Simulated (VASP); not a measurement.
# Al2Au (P1) in VASP: single point with PBEsol

Aim: the single point of Al2Au with PBEsol.

Everything below comes from runs of VASP 6.6.1. Logs are shortened: lines on timing, memory, paths and dates and some standing lists are left out, and cuts for length are marked.

## 1. The cell of the first run

The typed cell holds 3 atoms: a = 4.243 Å, b = 4.243 Å, c = 4.243 Å, α = 60.00°, β = 60.00°, γ = 60.00°.

## 2. Single point, PBEsol

INCAR reads:

```
  ALGO = Normal
  EDIFF = 1E-6
  ENCUT = 500
  GGA = PS
  GGA_COMPAT = False
  ISIF = 2
  ISMEAR = -1
  LASPH = True
  LCHARG = True
  LELF = True
  LREAL = False
  LVHAR = True
  LWAVE = False
  NBANDS = 16
  NELM = 120
  PREC = Accurate
  SIGMA = 0.05
```

KPOINTS reads:

```
k-points
0
Gamma
  3 3 3
```

POSCAR reads:

```
Al2Au
1.0
    0.0000000000      3.0000000000      3.0000000000
    3.0000000000      0.0000000000      3.0000000000
    3.0000000000      3.0000000000      0.0000000000
Al Au
2 1
Direct
    0.2167183821      0.2670788978      0.2599918811
    0.7832640765      0.7526973706      0.7263511032
    0.0525986030     -0.0352904114     -0.0244385785
```

Potentials or basis: VASP PAW PBE potentials, release 64 (Al, Au).

Started as:

```sh
$ cat potpaw_PBE.64/Al/POTCAR potpaw_PBE.64/Au/POTCAR > POTCAR
$ mpirun -np 1 vasp_std > vasp.out
```

OUTCAR:

```text
EDIFF = 1E-6
   ENCUT = 500
   GGA = PS
   ISIF = 2
   ISMEAR = -1
   LASPH = True
   LREAL = False
   NELM = 120
   PREC = Accurate

 ion  position               nearest neighbor table
   1  0.217  0.267  0.260-   3 2.43   3 2.50   3 2.62   2 2.85   2 2.86   3 2.90   2 2.91   2 3.11
                             2 3.15   2 3.16
   2  0.783  0.753  0.726-   3 2.53   3 2.53   3 2.60   3 2.73   1 2.85   1 2.86   1 2.91   1 3.11
                             1 3.15   1 3.16
   3  0.053  0.965  0.976-   1 2.43   1 2.50   2 2.53   2 2.53   2 2.60   1 2.62   2 2.73   1 2.90

  LATTYP: Found a face centered cubic cell.
 ALAT       =     6.0000000000

  Lattice vectors:

 A1 = (   0.0000000000,   3.0000000000,   3.0000000000)
 A2 = (   3.0000000000,   0.0000000000,   3.0000000000)
 A3 = (   3.0000000000,   3.0000000000,   0.0000000000)

Analysis of symmetry for initial positions (statically):
=====================================================================
 Subroutine PRICEL returns:
 Original cell was already a primitive cell.

 Routine SETGRP: Setting up the symmetry group for a
 face centered cubic supercell.

 Subroutine GETGRP returns: Found  1 space group operations
 (whereof  1 operations were pure point group operations)
 out of a pool of 48 trial point group operations.

The static configuration has the point symmetry C_1 .

Analysis of symmetry for dynamics (positions and initial velocities):
=====================================================================
 Subroutine PRICEL returns:
 Original cell was already a primitive cell.

 Routine SETGRP: Setting up the symmetry group for a
 face centered cubic supercell.

 Subroutine GETGRP returns: Found  1 space group operations
 (whereof  1 operations were pure point group operations)
 out of a pool of 48 trial point group operations.

The dynamic configuration has the point symmetry C_1 .

 Subroutine INISYM returns: Found  1 space group operations
 (whereof  1 operations are pure point group operations),
 and found     1 'primitive' translations

----------------------------------------------------------------------------------------

                                     Primitive cell

  volume of cell :      54.0000

  direct lattice vectors                    reciprocal lattice vectors
     0.000000000  3.000000000  3.000000000    -0.166666667  0.166666667  0.166666667
     3.000000000  0.000000000  3.000000000     0.166666667 -0.166666667  0.166666667
     3.000000000  3.000000000  0.000000000     0.166666667  0.166666667 -0.166666667

  length of vectors
     4.242640687  4.242640687  4.242640687     0.288675135  0.288675135  0.288675135

  position of ions in fractional coordinates (direct lattice)
     0.216718382  0.267078898  0.259991881
     0.783264076  0.752697371  0.726351103
     0.052598603  0.964709589  0.975561421

  ion indices of the primitive-cell ions
   primitive index   ion index
                 1           1
                 2           2
                 3           3

----------------------------------------------------------------------------------------

 KPOINTS: k-points

Automatic generation of k-mesh.
 Grid dimensions read from file:
 generate k-points for:    3    3    3

 Generating k-lattice:

  Cartesian coordinates                     Fractional coordinates (reciprocal lattice)
    -0.055555556  0.055555556  0.055555556     0.333333333  0.000000000  0.000000000
     0.055555556 -0.055555556  0.055555556     0.000000000  0.333333333  0.000000000
     0.055555556  0.055555556 -0.055555556     0.000000000  0.000000000  0.333333333

  Length of vectors
     0.096225045  0.096225045  0.096225045

  Shift w.r.t. Gamma in fractional coordinates (k-lattice)
     0.000000000  0.000000000  0.000000000

 Subroutine IBZKPT returns following result:
 ===========================================

 Found     14 irreducible k-points:

 Following reciprocal coordinates:
            Coordinates               Weight
  0.000000  0.000000  0.000000      1.000000
  0.333333  0.000000  0.000000      2.000000
  0.000000  0.333333  0.000000      2.000000
  0.000000  0.000000  0.333333      2.000000
  0.333333  0.333333  0.333333      2.000000
  0.333333  0.333333  0.000000      2.000000
  0.000000  0.333333  0.333333      2.000000
  0.333333  0.000000  0.333333      2.000000
 -0.333333  0.333333  0.000000      2.000000
  0.000000 -0.333333  0.333333      2.000000
  0.333333  0.000000 -0.333333      2.000000
  0.333333  0.333333 -0.333333      2.000000
 -0.333333  0.333333 -0.333333      2.000000
  0.333333 -0.333333 -0.333333      2.000000
   k-points           NKPTS =     14   k-points in BZ     NKDIM =     14   number of bands    NBANDS=     16
   number of dos      NEDOS =    301   number of ions     NIONS =      3
   total plane-waves  NPLWV =  32768
   dimension x,y,z NGX =    32 NGY =   32 NGZ =   32
   dimension x,y,z NGXF=    64 NGYF=   64 NGZF=   64
   ions per type =               2   1
   NGX,Y,Z   is equivalent  to a cutoff of  12.54, 12.54, 12.54 a.u.
   NGXF,Y,Z  is equivalent  to a cutoff of  25.08, 25.08, 25.08 a.u.
 SYSTEM =  unknown system
   PREC   = accura    normal or accurate (medium, high low for compatibility)
   ISTART =      0    job   : 0-new  1-cont  2-samecut
   ICHARG =      2    charge: 1-file 2-atom 10-const
   ISPIN  =      1    spin polarized calculation?
   LNONCOLLINEAR =      F non collinear calculations
   LSORBIT =      F    spin-orbit coupling
   LASPH  =      T    aspherical Exc in radial PAW
   ENCUT  =  500.0 eV  36.75 Ry    6.06 a.u.   7.74  7.74  7.74*2*pi/ulx,y,z
   NELM   =    120;   NELMIN=  2; NELMDL= -5     # of ELM steps
   EDIFF  = 0.1E-05   stopping-criterion for ELM
   LREAL  =      F    real-space projection
   EDIFFG = 0.1E-04   stopping-criterion for IOM
   NSW    =      0    number of steps for IOM
   IBRION =     -1    ionic relax: 0-MD 1-quasi-New 2-CG
   NFREE  =      0    steps in history (QN), initial steepest desc. (CG)
   ISIF   =      2    stress and relaxation
   ISYM   =      2    0-nonsym 1-usesym 2-fastsym
   POTIM  = 0.5000    time-step for ionic-motion
   TEBEG  =    0.0;   TEEND  =   0.0 temperature during run
   PSTRESS=    0.0 pullay stress
   NELECT =      17.0000    total number of electrons
   NUPDOWN=      -1.0000    fix difference up-down
   EMIN   =  10.00;   EMAX   =-10.00  energy-range for DOS
   EFERMI =   0.00;   METHOD = LEGACY
   ISMEAR =    -1;   SIGMA  =   0.05  broadening in eV -4-tet -1-fermi 0-gaus
   EFERMI_NEDOS =   21; number of points for ismear=-14 and -15
   IALGO  =     38    algorithm
   IMIX   =      4    mixing-type and parameters
     AMIX     =   0.40;   BMIX     =  1.00
     AMIX_MAG =   1.60;   BMIX_MAG =  1.00
  volume/ion in A,a.u.               =      18.00       121.47
  Fermi-wavevector in a.u.,A,eV,Ry     =   1.113679  2.104547 16.875035  1.240280
  Thomas-Fermi vector in A             =   2.250266
   LORBIT       =      0    0 simple, 1 ext, 2 COOP (PROOUT), +10 PAW based schemes
   GGA     = PS    functional components
   LHFCALC =     F    Hartree Fock is set to
   AEXX    =    0.0000 exact exchange contribution
   IVDW    =     0    specifies the selected vdW correction
   LEPSILON=     F    determine dielectric tensor
   LRPA    =     F    only Hartree local field effects (RPA)
 non-spin polarized calculation
  energy-cutoff  :      500.00
  volume of cell :       54.00
 maximum number of plane-waves:      1382
   NGX = 15   NGY = 15   NGZ = 15

 number of electron      16.9999999 magnetization

 Free energy of the ion-electron system (eV)
  ---------------------------------------------------
  ext. energy  EPLUGINS =         0.00000000
  ---------------------------------------------------
  free energy    TOTEN  =       -13.07797534 eV

  energy without entropy =      -13.07123035  energy(sigma->0) =      -13.07460284

 E-fermi :   8.3219     XC(G=0): -10.6202

 val. band max:        8.2041670037   @ k =   0.0000   0.3333   0.0000
 cond. band min:       8.5851003726   @ k =   0.3333   0.0000   0.0000
 fundamental gap:      0.3809333690
 Fermi energy:         8.3218972823

 k-point     1 :       0.0000    0.0000    0.0000
  band No.  band energies     occupation
      1      -2.8850      2.00000
      2       0.9244      2.00000
      3       0.9506      2.00000
      4       1.0907      2.00000
      5       1.9075      2.00000
      6       1.9412      2.00000
[... 8 lines left out ...]
     15      13.6295      0.00000
     16      13.7223      0.00000

 k-point     2 :       0.3333    0.0000    0.0000
  band No.  band energies     occupation
      1      -1.6925      2.00000
      2       0.9588      2.00000
      3       1.0893      2.00000
      4       1.0962      2.00000
      5       1.9847      2.00000
      6       2.0222      2.00000
[... 8 lines left out ...]
     15      15.0405      0.00000
     16      15.1901      0.00000

 k-point     3 :       0.0000    0.3333    0.0000
  band No.  band energies     occupation
      1      -1.5437      2.00000
      2       0.7373      2.00000
      3       1.2075      2.00000
      4       1.2394      2.00000
      5       1.9238      2.00000
      6       1.9737      2.00000
[... 8 lines left out ...]
     15      15.0403      0.00000
     16      15.2897      0.00000

 k-point     4 :       0.0000    0.0000    0.3333
  band No.  band energies     occupation
      1      -1.5064      2.00000
      2       0.7024      2.00000
      3       1.2242      2.00000
      4       1.2820      2.00000
      5       1.9047      2.00000
      6       1.9523      2.00000
[... 8 lines left out ...]
     15      15.0640      0.00000
     16      15.3316      0.00000

 k-point     5 :       0.3333    0.3333    0.3333
  band No.  band energies     occupation
      1      -1.5451      2.00000
      2       0.7427      2.00000
      3       1.2183      2.00000
      4       1.2429      2.00000
      5       1.8927      2.00000
      6       1.9897      2.00000
[... 8 lines left out ...]
     15      15.0384      0.00000
     16      15.3096      0.00000

 k-point     6 :       0.3333    0.3333    0.0000
  band No.  band energies     occupation
      1      -1.0123      2.00000
      2       0.5045      2.00000
      3       1.4194      2.00000
      4       1.4793      2.00000
      5       1.5948      2.00000
      6       2.1485      2.00000
[... 8 lines left out ...]
     15      15.9533      0.00000
     16      17.7764      0.00000

 k-point     7 :       0.0000    0.3333    0.3333
  band No.  band energies     occupation
      1      -1.0370      2.00000
      2       0.4458      2.00000
      3       1.4587      2.00000
      4       1.5055      2.00000
      5       1.6407      2.00000
      6       2.1216      2.00000
[... 8 lines left out ...]
     15      15.9427      0.00000
     16      17.7643      0.00000

 k-point     8 :       0.3333    0.0000    0.3333
  band No.  band energies     occupation
      1      -1.0101      2.00000
      2       0.4855      2.00000
      3       1.4231      2.00000
      4       1.4660      2.00000
      5       1.6211      2.00000
      6       2.1486      2.00000
[... 8 lines left out ...]
     15      15.9639      0.00000
     16      17.7918      0.00000

 k-point     9 :      -0.3333    0.3333    0.0000
  band No.  band energies     occupation
      1      -0.1513      2.00000
      2       0.7083      2.00000
      3       1.3017      2.00000
      4       1.5259      2.00000
      5       1.9340      2.00000
      6       1.9783      2.00000
[... 8 lines left out ...]
     15      15.8590      0.00000
     16      17.2811      0.00000

 k-point    10 :       0.0000   -0.3333    0.3333
  band No.  band energies     occupation
      1       0.1348      2.00000
      2       0.6642      2.00000
      3       1.2473      2.00000
      4       1.5695      2.00000
      5       1.7665      2.00000
      6       1.9093      2.00000
[... 8 lines left out ...]
     15      15.8096      0.00000
     16      17.5256      0.00000

 k-point    11 :       0.3333    0.0000   -0.3333
  band No.  band energies     occupation
      1      -0.0975      2.00000
      2       0.6937      2.00000
      3       1.3027      2.00000
      4       1.5275      2.00000
      5       1.8993      2.00000
      6       1.9774      2.00000
[... 8 lines left out ...]
     15      15.8790      0.00000
     16      17.2989      0.00000

 k-point    12 :       0.3333    0.3333   -0.3333
  band No.  band energies     occupation
      1       0.1648      2.00000
      2       0.6698      2.00000
      3       1.2480      2.00000
      4       1.5434      2.00000
      5       1.7579      2.00000
      6       1.9393      2.00000
[... 8 lines left out ...]
     15      15.8531      0.00000
     16      17.6273      0.00000

 k-point    13 :      -0.3333    0.3333   -0.3333
  band No.  band energies     occupation
      1       0.1020      2.00000
      2       0.6669      2.00000
      3       1.2603      2.00000
      4       1.5361      2.00000
      5       1.7970      2.00000
      6       1.9458      2.00000
[... 8 lines left out ...]
     15      15.8416      0.00000
     16      17.5445      0.00000

 k-point    14 :       0.3333   -0.3333   -0.3333
  band No.  band energies     occupation
      1      -0.1906      2.00000
      2       0.7240      2.00000
      3       1.3494      2.00000
      4       1.5314      2.00000
      5       1.9152      2.00000
      6       1.9504      2.00000
[... 8 lines left out ...]
     15      15.8333      0.00000
     16      17.2350      0.00000

------------------------ aborting loop because EDIFF is reached ----------------------------------------

  FORCE on cell =-STRESS in cart. coord.  units (eV):
  Direction    XX          YY          ZZ          XY          YZ          ZX
  --------------------------------------------------------------------------------------
  -------------------------------------------------------------------------------------
  Total        0.0101805      0.0884163      0.6039541      0.3778366     -0.7741681      0.3468815
  in kB        0.3020556      2.6233071     17.9192879     11.2103942    -22.9695299     10.2919572
  external PRESSURE =       6.9482169 kB  Pullay stress =       0.0000000 kB

 VOLUME and BASIS-vectors are now :
 -----------------------------------------------------------------------------
  energy-cutoff  :      500.00
  volume of cell :       54.00
      direct lattice vectors                 reciprocal lattice vectors
     0.000000000  3.000000000  3.000000000    -0.166666667  0.166666667  0.166666667
     3.000000000  0.000000000  3.000000000     0.166666667 -0.166666667  0.166666667
     3.000000000  3.000000000  0.000000000     0.166666667  0.166666667 -0.166666667

 POSITION                                       TOTAL-FORCE (eV/Angst)
 -----------------------------------------------------------------------------------
      1.58121      1.43013      1.45139        -0.978429      0.292295     -0.138362
      4.43715      4.52885      4.60788        -0.549592      0.294597     -0.099600
      5.82081      3.08448      3.05192         1.528021     -0.586892      0.237962
 -----------------------------------------------------------------------------------
    total drift:                                0.000329     -0.000191      0.000053

  FREE ENERGIE OF THE ION-ELECTRON SYSTEM (eV)
  ---------------------------------------------------
  free  energy   TOTEN  =       -13.0779753377 eV

  energy  without entropy=      -13.0712303507  energy(sigma->0) =      -13.07460284
```

Run time: 6.3 s. Hardware: 1 thread of Intel Xeon 6975P-C (Granite Rapids), shared host; peak memory 0.17 GiB.

What came out:

- Free energy: -13.0780 eV
- Pressure: 0.7 GPa
- Largest force: 1.654 eV/Å

Forces on the atoms (eV/Å):
```
Al  -0.978  0.292 -0.138
Al  -0.550  0.295 -0.100
Au   1.528 -0.587  0.238
```

Levels at points of the mesh, in eV from the Fermi level:
| k point | band 6 | band 7 | band 8 | band 9 | band 10 | band 11 | band 12 | band 13 |
| --- | --- | --- | --- | --- | --- | --- | --- | --- |
| (0.00, 0.00, 0.00) | -6.38 | 1.51 | 1.97 | 2.14 | 2.25 | 3.31 | 3.38 | 3.64 |

Caveat: the k points lie up to 0.60 Å⁻¹ apart; the PAW data sets were made with another functional, which shifts forces and pressure a little; spin-orbit coupling is left out, which moves the levels of the heavy elements.
